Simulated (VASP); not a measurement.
AgCl, 2 atoms in the cell. Symmetry: R-3m, No. 166, trigonal system. The conventional cell has a = 4.802 Å, b = 4.802 Å, c = 5.932 Å, α = 90.00°, β = 90.00°, γ = 120.00°. Within 3.9 Å of Ag (site symmetry -3m) lie 8 Cl at 2.94 to 2.97 Å and 6 Ag at 3.41 Å. Cl (site symmetry -3m) has 8 Ag at 2.94 to 2.97 Å and 6 Cl at 3.41 Å within 3.9 Å.  This cell differs from its parent crystal: strain along [111] +0.9%.

```yaml
Program: VASP 6.6.1
Task: single point
Functional: PBE
Potentials_or_basis: VASP PAW PBE potentials, release 64 (Ag_sv_GW, Cl)
Cutoff: 630 eV
k_mesh: 8 × 8 × 8
Occupations: fermi-dirac, width 0.02 eV
Spin: no spin polarisation
Dipole_correction: no
Further_INCAR_settings: ALGO = Normal; EDIFF = 1e-06; NBANDS = 20
```

Potentials or basis: VASP PAW PBE potentials, release 64 (Ag_sv_GW, Cl).

The run is started by

```console
$ cat potpaw_PBE.64/Ag_sv_GW/POTCAR potpaw_PBE.64/Cl/POTCAR > POTCAR
$ mpirun -np 1 vasp_std > vasp.out
```

Hardware: 1 thread of Intel(R) Xeon(R) Platinum 8559C (Emerald Rapids), with other jobs on the host.

Q: How long does it take, and how much memory?

A: Run time: 25 s on 1 thread of Intel(R) Xeon(R) Platinum 8559C (Emerald Rapids), on a shared host, peak memory 0.22 GiB. Counts: scf iterations 13, k points 65.
